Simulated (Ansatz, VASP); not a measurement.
**ZnAu in VASP and in Ansatz**

Contents of INCAR:

```
  ALGO = Normal
  EDIFF = 1E-7
  ENCUT = 520
  GGA = PS
  ISIF = 2
  ISMEAR = 0
  LASPH = True
  LCHARG = True
  LELF = True
  LREAL = False
  LVHAR = True
  LWAVE = False
  NBANDS = 18
  NELM = 100
  PREC = Accurate
  SIGMA = 0.15
```

Contents of KPOINTS:

```
k-points
0
Gamma
  16 16 16
```

File POSCAR:

```
ZnAu
1.0
    3.1470000000      0.0000000000      0.0000000000
    0.0000000000      3.1470000000      0.0000000000
    0.0000000000      0.0000000000      3.1470000000
Zn Au
1 1
Direct
    0.3808388942      0.5000000000      0.5000000000
    0.0000000000      0.0000000000      0.0000000000
```

Input for Ansatz:

```yaml
crystal:
  lattice:
    - [3.147, 0.0, 0.0]
    - [0.0, 3.147, 0.0]
    - [0.0, 0.0, 3.147]
  atoms:
    - { symbol: Zn, position: [0.3808388942, 0.5, 0.5] }
    - { symbol: Au, position: [0.0, 0.0, 0.0] }
basis:
  ecutwfc: 420
kpoints:
  mp_grid: { grid: [16, 16, 16] }
hamiltonian:
  xc: pbesol
scf:
  occupations: { method: gaussian, width: 0.15 }
output:
  forces: true
  stress: true
  eigenvalues: true
```

Change from the starting cell: all Zn atoms moved +0.375 Å, as atom 1 towards its neighbour atom 1 (Zn) at 3.147 Å.

Alike in both runs: task single point; functional PBEsol; k mesh 16 × 16 × 16; occupations gaussian, width 0.15 eV; no spin polarisation.

|  | VASP | Ansatz |
| --- | --- | --- |
| version | VASP 6.6.1 | Ansatz 0.2.0 |
| potentials or method | VASP PAW PBE potentials, release 64 (Zn, Au), cutoff 520 eV | scalar-relativistic, plane waves, PAW |
| valence electrons in the cell | 23 | 31 |

VASP gave:

* gap on the k mesh at the Fermi level (eV): none
* pressure (GPa): 4.7
* traceless stress, the component that is largest in VASP (GPa): -4.30
* rms of the force components (eV/Å): 0.741

**Question.** What did Ansatz give for the same quantities?

**Answer.** gap on the k mesh at the Fermi level (eV): none; pressure (GPa): 4.5; traceless stress, the component that is largest in VASP (GPa): -4.22; rms of the force components (eV/Å): 0.727.

VASP's potentials were made for PBE, not for PBEsol. Atom by atom the forces differ by 0.014 eV/Å (rms over components). A gap of «none» marks a metal or a gap that the smearing closes. VASP's potentials hold 23 valence electrons a cell and Ansatz's 31, so a difference there can come from the potentials and not from the codes.

Spin-orbit coupling is off throughout.
